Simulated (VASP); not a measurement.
# Ta (R-3m) in VASP: single point with PBE

Aim: the single point of Ta with PBE.

All numbers are computed with VASP 6.6.1; they aren't measurements. Logs are shortened: lines on timing, memory, paths and dates and some standing lists are left out, and cuts for length are marked.

### 1 The cell of the first run

It takes space group R-3m (No. 166, trigonal). Conventional cell: a = 4.016 Å, b = 4.016 Å, c = 9.837 Å, α = 90.00°, β = 90.00°, γ = 120.00°. Within 3.1 Å of Ta (site symmetry 3m) lie 4 Ta at 2.31 to 2.51 Å.

### 2 Single point, PBE (shortest bond scaled by 0.94)

File INCAR:

```
SYSTEM = Ta
PREC = Accurate ; ENCUT = 500
EDIFF = 1E-6 ; ISMEAR = -1
SIGMA = 0.05 ; LREAL = .False.
LASPH = .True. ; NELM = 120
ALGO = Normal ; ISIF = 2
LWAVE = .False. ; LCHARG = .False.
GGA = PE ; NBANDS = 20
GGA_COMPAT = .False.
```

File KPOINTS:

```
regular mesh
0
Gamma
  9 9 9
  0 0 0
```

File POSCAR:

```
Ta
1.0
    0.0000000000      2.8397911140      2.8397911140
    2.8397911140      0.0000000000      2.8397911140
    2.8397911140      2.8397911140      0.0000000000
Ta
2
Direct
   -0.1475000000     -0.1175000000     -0.1175000000
    0.1475000000      0.1175000000      0.1175000000
```

Potentials or basis: VASP PAW PBE potentials, release 64 (Ta_sv_GW).

Started as:

```
$ cat potpaw_PBE.64/Ta_sv_GW/POTCAR > POTCAR
$ mpirun -np 1 vasp_std > vasp.out
```

OUTCAR:

```text
SYSTEM = Ta
   PREC = Accurate
   ENCUT = 500
   EDIFF = 1E-6
   ISMEAR = -1
   LREAL = .False.
   LASPH = .True.
   NELM = 120
   ISIF = 2
   GGA = PE

 ion  position               nearest neighbor table
   1  0.852  0.883  0.883-   2 2.31   2 2.51   2 2.51   2 2.51
   2  0.148  0.117  0.117-   1 2.31   1 2.51   1 2.51   1 2.51

  LATTYP: Found a face centered cubic cell.
 ALAT       =     5.6795822280

  Lattice vectors:

 A1 = (   0.0000000000,   2.8397911140,   2.8397911140)
 A2 = (   2.8397911140,   0.0000000000,   2.8397911140)
 A3 = (   2.8397911140,   2.8397911140,   0.0000000000)

Analysis of symmetry for initial positions (statically):
=====================================================================
 Subroutine PRICEL returns:
 Original cell was already a primitive cell.

 Routine SETGRP: Setting up the symmetry group for a
 face centered cubic supercell.

 Subroutine GETGRP returns: Found 12 space group operations
 (whereof  4 operations were pure point group operations)
 out of a pool of 48 trial point group operations.

The static configuration has the point symmetry C_2h.
 The point group associated with its full space group is D_3d.

Analysis of symmetry for dynamics (positions and initial velocities):
=====================================================================
 Subroutine PRICEL returns:
 Original cell was already a primitive cell.

 Routine SETGRP: Setting up the symmetry group for a
 face centered cubic supercell.

 Subroutine GETGRP returns: Found 12 space group operations
 (whereof  4 operations were pure point group operations)
 out of a pool of 48 trial point group operations.

The dynamic configuration has the point symmetry C_2h.
 The point group associated with its full space group is D_3d.

 Subroutine INISYM returns: Found 12 space group operations
 (whereof  4 operations are pure point group operations),
 and found     1 'primitive' translations

----------------------------------------------------------------------------------------

                                     Primitive cell

  volume of cell :      45.8025

  direct lattice vectors                    reciprocal lattice vectors
     0.000000000  2.839791114  2.839791114    -0.176069288  0.176069288  0.176069288
     2.839791114  0.000000000  2.839791114     0.176069288 -0.176069288  0.176069288
     2.839791114  2.839791114  0.000000000     0.176069288  0.176069288 -0.176069288

  length of vectors
     4.016071108  4.016071108  4.016071108     0.304960953  0.304960953  0.304960953

  position of ions in fractional coordinates (direct lattice)
     0.852500000  0.882500000  0.882500000
     0.147500000  0.117500000  0.117500000

  ion indices of the primitive-cell ions
   primitive index   ion index
                 1           1
                 2           2

----------------------------------------------------------------------------------------

 KPOINTS: regular mesh

Automatic generation of k-mesh.
 Grid dimensions read from file:
 generate k-points for:    9    9    9

 Generating k-lattice:

  Cartesian coordinates                     Fractional coordinates (reciprocal lattice)
    -0.019563254  0.019563254  0.019563254     0.111111111  0.000000000  0.000000000
     0.019563254 -0.019563254  0.019563254     0.000000000  0.111111111  0.000000000
     0.019563254  0.019563254 -0.019563254     0.000000000  0.000000000  0.111111111

  Length of vectors
     0.033884550  0.033884550  0.033884550

  Shift w.r.t. Gamma in fractional coordinates (k-lattice)
     0.000000000  0.000000000  0.000000000

 Subroutine IBZKPT returns following result:
 ===========================================

 Found     85 irreducible k-points:

 Following reciprocal coordinates:
            Coordinates               Weight
  0.000000  0.000000  0.000000      1.000000
  0.111111  0.000000  0.000000      2.000000
  0.000000  0.111111  0.000000      6.000000
  0.222222  0.000000  0.000000      2.000000
  0.000000  0.222222  0.000000      6.000000
  0.333333  0.000000  0.000000      2.000000
[... 16 lines left out ...]
 -0.333333  0.111111  0.000000      6.000000
  0.000000 -0.333333  0.111111     12.000000
 [... further k-points ...]
   k-points           NKPTS =     85   k-points in BZ     NKDIM =     85   number of bands    NBANDS=     20
   number of dos      NEDOS =    301   number of ions     NIONS =      2
   total plane-waves  NPLWV =  27000
   dimension x,y,z NGX =    30 NGY =   30 NGZ =   30
   dimension x,y,z NGXF=    60 NGYF=   60 NGZF=   60
   ions per type =               2
   NGX,Y,Z   is equivalent  to a cutoff of  12.42, 12.42, 12.42 a.u.
   NGXF,Y,Z  is equivalent  to a cutoff of  24.84, 24.84, 24.84 a.u.
 SYSTEM =  Ta
   PREC   = accura    normal or accurate (medium, high low for compatibility)
   ISTART =      0    job   : 0-new  1-cont  2-samecut
   ICHARG =      2    charge: 1-file 2-atom 10-const
   ISPIN  =      1    spin polarized calculation?
   LNONCOLLINEAR =      F non collinear calculations
   LSORBIT =      F    spin-orbit coupling
   LASPH  =      T    aspherical Exc in radial PAW
   ENCUT  =  500.0 eV  36.75 Ry    6.06 a.u.   7.32  7.32  7.32*2*pi/ulx,y,z
   NELM   =    120;   NELMIN=  2; NELMDL= -5     # of ELM steps
   EDIFF  = 0.1E-05   stopping-criterion for ELM
   LREAL  =      F    real-space projection
   EDIFFG = 0.1E-04   stopping-criterion for IOM
   NSW    =      0    number of steps for IOM
   IBRION =     -1    ionic relax: 0-MD 1-quasi-New 2-CG
   NFREE  =      0    steps in history (QN), initial steepest desc. (CG)
   ISIF   =      2    stress and relaxation
   ISYM   =      2    0-nonsym 1-usesym 2-fastsym
   POTIM  = 0.5000    time-step for ionic-motion
   TEBEG  =    0.0;   TEEND  =   0.0 temperature during run
   PSTRESS=    0.0 pullay stress
   NELECT =      26.0000    total number of electrons
   NUPDOWN=      -1.0000    fix difference up-down
   EMIN   =  10.00;   EMAX   =-10.00  energy-range for DOS
   EFERMI =   0.00;   METHOD = LEGACY
   ISMEAR =    -1;   SIGMA  =   0.05  broadening in eV -4-tet -1-fermi 0-gaus
   EFERMI_NEDOS =   21; number of points for ismear=-14 and -15
   IALGO  =     38    algorithm
   IMIX   =      4    mixing-type and parameters
     AMIX     =   0.40;   BMIX     =  1.00
     AMIX_MAG =   1.60;   BMIX_MAG =  1.00
  volume/ion in A,a.u.               =      22.90       154.55
  Fermi-wavevector in a.u.,A,eV,Ry     =   1.355510  2.561543 24.999463  1.837409
  Thomas-Fermi vector in A             =   2.482592
   LORBIT       =      0    0 simple, 1 ext, 2 COOP (PROOUT), +10 PAW based schemes
   GGA     = PE    functional components
   LHFCALC =     F    Hartree Fock is set to
   AEXX    =    0.0000 exact exchange contribution
   IVDW    =     0    specifies the selected vdW correction
   LEPSILON=     F    determine dielectric tensor
   LRPA    =     F    only Hartree local field effects (RPA)
 non-spin polarized calculation
  energy-cutoff  :      500.00
  volume of cell :       45.80
 maximum number of plane-waves:      1211
 NGX is ok and might be reduce to    30
   NGX = 15   NGY = 15   NGZ = 15

 number of electron      26.0000003 magnetization

 Free energy of the ion-electron system (eV)
  ---------------------------------------------------
  ext. energy  EPLUGINS =         0.00000000
  ---------------------------------------------------
  free energy    TOTEN  =       -22.21739468 eV

  energy without entropy =      -22.19211121  energy(sigma->0) =      -22.20475294

 E-fermi :   7.3313     XC(G=0): -11.3143

 val. band max:        7.3311922915   @ k =   0.1111  -0.3333   0.3333
 cond. band min:       7.3591565015   @ k =   0.1111   0.0000  -0.4444
 fundamental gap:      0.0279642100
 Fermi energy:         7.3312762338

 k-point     1 :       0.0000    0.0000    0.0000
  band No.  band energies     occupation
      1     -59.9191      2.00000
      2     -59.2991      2.00000
      3     -27.5282      2.00000
      4     -26.7244      2.00000
      5     -26.7244      2.00000
      6     -25.7708      2.00000
[... 12 lines left out ...]
     19      14.4379      0.00000
     20      17.9866      0.00000

 k-point     2 :       0.1111    0.0000    0.0000
  band No.  band energies     occupation
      1     -59.9012      2.00000
      2     -59.3183      2.00000
      3     -27.5095      2.00000
      4     -26.7657      2.00000
      5     -26.7657      2.00000
      6     -25.7249      2.00000
[... 12 lines left out ...]
     19      14.5054      0.00000
     20      17.5842      0.00000

 k-point     3 :       0.0000    0.1111    0.0000
  band No.  band energies     occupation
      1     -59.9082      2.00000
      2     -59.3106      2.00000
      3     -27.5347      2.00000
      4     -26.7438      2.00000
      5     -26.7429      2.00000
      6     -25.7544      2.00000
[... 12 lines left out ...]
     19      14.3566      0.00000
     20      17.7062      0.00000

 k-point     4 :       0.2222    0.0000    0.0000
  band No.  band energies     occupation
      1     -59.8497      2.00000
      2     -59.3732      2.00000
      3     -27.4621      2.00000
      4     -26.8569      2.00000
      5     -26.8569      2.00000
      6     -25.6228      2.00000
[... 12 lines left out ...]
     19      14.6001      0.00000
     20      17.2821      0.00000

 k-point     5 :       0.0000    0.2222    0.0000
  band No.  band energies     occupation
      1     -59.8788      2.00000
      2     -59.3416      2.00000
      3     -27.5508      2.00000
      4     -26.7928      2.00000
      5     -26.7869      2.00000
      6     -25.7131      2.00000
[... 12 lines left out ...]
     19      14.0628      0.00000
     20      17.4471      0.00000
[... 353 lines left out ...]
      6     -25.7756      2.00000
[... 12 lines left out ...]
     19      12.8863      0.00000
     20      13.5785      0.00000

 k-point    22 :       0.1111    0.0000   -0.4444
  band No.  band energies     occupation
      1     -59.7928      2.00000
      2     -59.4319      2.00000
      3     -27.5901      2.00000
      4     -26.8967      2.00000
      5     -26.8399      2.00000
      6     -25.6891      2.00000
[... 12 lines left out ...]
     19      13.2636      0.00000
     20      13.2856      0.00000

 k-point    23 :      -0.3333    0.1111    0.0000
  band No.  band energies     occupation
      1     -59.7356      2.00000
      2     -59.4924      2.00000
      3     -27.4365      2.00000
      4     -26.9547      2.00000
      5     -26.9312      2.00000
      6     -25.5718      2.00000
[... 12 lines left out ...]
     19      14.8171      0.00000
     20      14.9041      0.00000

 k-point    24 :       0.0000   -0.3333    0.1111
  band No.  band energies     occupation
      1     -59.8228      2.00000
      2     -59.4006      2.00000
      3     -27.5901      2.00000
      4     -26.9439      2.00000
      5     -26.7291      2.00000
      6     -25.7867      2.00000
[... 12 lines left out ...]
     19      13.6957      0.00000
     20      14.8715      0.00000

 [... further k-points ...]

------------------------ aborting loop because EDIFF is reached ----------------------------------------

  FORCE on cell =-STRESS in cart. coord.  units (eV):
  Direction    XX          YY          ZZ          XY          YZ          ZX
  --------------------------------------------------------------------------------------
  -------------------------------------------------------------------------------------
  Total        5.9769091      5.9769091      5.9769091     -2.1805692      2.1805692     -2.1805692
  in kB      209.0730461    209.0730461    209.0730461    -76.2765921     76.2765921    -76.2765921
  external PRESSURE =     209.0730461 kB  Pullay stress =       0.0000000 kB

 VOLUME and BASIS-vectors are now :
 -----------------------------------------------------------------------------
  energy-cutoff  :      500.00
  volume of cell :       45.80
      direct lattice vectors                 reciprocal lattice vectors
     0.000000000  2.839791114  2.839791114    -0.176069288  0.176069288  0.176069288
     2.839791114  0.000000000  2.839791114     0.176069288 -0.176069288  0.176069288
     2.839791114  2.839791114  0.000000000     0.176069288  0.176069288 -0.176069288

 POSITION                                       TOTAL-FORCE (eV/Angst)
 -----------------------------------------------------------------------------------
      5.01223      4.92704      4.92704        -0.251222      0.251222      0.251222
      0.66735      0.75254      0.75254         0.251222     -0.251222     -0.251222
 -----------------------------------------------------------------------------------
    total drift:                                0.000000      0.000000      0.000000

  FREE ENERGIE OF THE ION-ELECTRON SYSTEM (eV)
  ---------------------------------------------------
  free  energy   TOTEN  =       -22.2173946758 eV

  energy  without entropy=      -22.1921112113  energy(sigma->0) =      -22.20475294
```

Wall time 52 s (1 thread of Intel Xeon Platinum 8488C (Sapphire Rapids), shared host); peak memory 0.21 GiB.

What came out:

```yaml
Free_energy: -22.2174 eV
Pressure: 20.9 GPa
Largest_force: 0.435 eV/Å
Band_gap_on_the_k_mesh: zero (bands 13 and 14 overlap by 1.13 eV)
```

Forces on the atoms (eV/Å):
```
Ta  -0.251  0.251  0.251
Ta   0.251 -0.251 -0.251
```

Caveat: the cell differs from its parent crystal (shortest bond scaled by 0.94); the cell stands under pressure; spin-orbit coupling is left out, which moves the levels of the heavy elements.

The gap in the log of VASP goes by the Fermi energy; the results here count the filled bands.